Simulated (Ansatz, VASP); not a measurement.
## Cd2HgTe3: VASP beside Ansatz

```
CELL_PARAMETERS angstrom
-6.68147 -6.65109 -0.00176
0.00173 6.65112 6.68062
-6.62718 6.59469 -6.62625
ATOMIC_POSITIONS crystal
Cd 0.50024 0.00016 0.99767
Cd 0.00039 0.00024 0.99786
Cd 0.83392 0.16685 0.66569
Cd 0.33416 0.16727 0.66596
Cd 0.50018 0.50034 0.99789
Cd 0.00070 0.50058 0.99799
Cd 0.83344 0.66681 0.66559
Cd 0.33369 0.66653 0.66588
Te 0.33396 0.16698 0.91630
Te 0.83364 0.16697 0.91604
Te 0.66730 0.33349 0.58420
Te 0.16713 0.33330 0.58387
Te 0.50044 0.50092 0.24788
Te 0.00006 0.50053 0.24800
Te 0.33380 0.66697 0.91600
Te 0.83366 0.66689 0.91599
Te 0.66699 0.83358 0.58399
Te 0.16710 0.83365 0.58439
Te 0.50026 0.00089 0.24782
Te 0.00070 0.00088 0.24772
Hg 0.66667 0.33389 0.33250
Hg 0.16712 0.33449 0.33217
Hg 0.66745 0.83476 0.33241
Hg 0.16686 0.83404 0.33253
```

Alike in both runs: functional PBE; k mesh 2 × 2 × 2; occupations gaussian, width 0.1 eV; no spin polarisation.

Ansatz relaxed the structure, and its values are those at the end. VASP's run is a single point on that final structure, the one shown.

|  | VASP | Ansatz |
| --- | --- | --- |
| version | VASP 6.6.1 | Ansatz 0.2.0 |
| potentials or method | VASP PAW PBE potentials, release 64 (Cd, Te, Hg), cutoff 520 eV | scalar-relativistic, plane waves, PAW |
| valence electrons in the cell | 216 | 432 |

VASP gave:

```
pressure (GPa)                     : -0.1
rms of the force components (eV/Å) : 0.009
```

What did Ansatz give for the same quantities?

Pressure (GPa): -0.2; rms of the force components (eV/Å): 0.010.

The functional is the same, so the differences come from potentials, cutoffs and numerics. VASP's potentials hold 216 valence electrons a cell and Ansatz's 432, so a difference there can come from the potentials and not from the codes.

The k mesh is coarse, so the values compare programs but aren't converged. Neither program's run includes spin-orbit coupling.
